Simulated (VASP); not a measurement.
Set up this calculation in VASP 6.6.1, as the native input.

```
Task                   : single point
Functional             : PBE
Potentials or basis    : VASP PAW PBE potentials, release 64 (Mg, I)
Cutoff                 : 520 eV
k mesh                 : 6 × 6 × 4
Occupations            : gaussian, width 0.05 eV
Spin                   : no spin polarisation
Dipole correction      : no
Further INCAR settings : ALGO = Normal; EDIFF = 1e-07; NBANDS = 15
```

The structure of MgI2 lies in POSCAR:

```
MgI2
1.0
    4.1387920735      0.0000000000      0.0000000000
   -2.0693960368      3.5842990767      0.0000000000
    0.0000000000      0.0000000000      7.6847014931
Mg I
1 2
Direct
    0.0000000000      0.0000000000      0.0000000000
    0.3333333333      0.6666666667      0.7781860196
    0.6666666667      0.3333333333      0.2218139804
```

These files were run (other wordings do the same):

INCAR

```
SYSTEM = MgI2
PREC = Accurate ; ENCUT = 520
EDIFF = 1E-7 ; ISMEAR = 0
SIGMA = 0.05 ; LREAL = .False.
LASPH = .True. ; NELM = 60
ALGO = Normal ; ISIF = 2
LWAVE = .False. ; LCHARG = .False.
GGA = PE ; NBANDS = 15
```

KPOINTS

```
regular mesh
0
Gamma
  6 6 4
  0 0 0
```

Potentials or basis: VASP PAW PBE potentials, release 64 (Mg, I).

Run with:

```bash
$ cat potpaw_PBE.64/Mg/POTCAR potpaw_PBE.64/I/POTCAR > POTCAR
$ mpirun -np 1 vasp_std > vasp.out
```

It gave:

```
Pressure               : 0.4 GPa
Largest force          : 0.056 eV/Å
Band gap on the k mesh : 3.53 eV, indirect (least direct gap 3.71 eV)
```

Caveat: spin-orbit coupling is left out, which moves the levels of the heavy elements; this functional lacks dispersion, which binds the layers, so the pressure and a relaxed spacing across them are unreliable.

It took 30 s on 1 thread of Intel(R) Xeon(R) Platinum 8375C CPU @ 2.90GHz (Ice Lake), with other jobs on the host, peak memory 0.25 GiB.
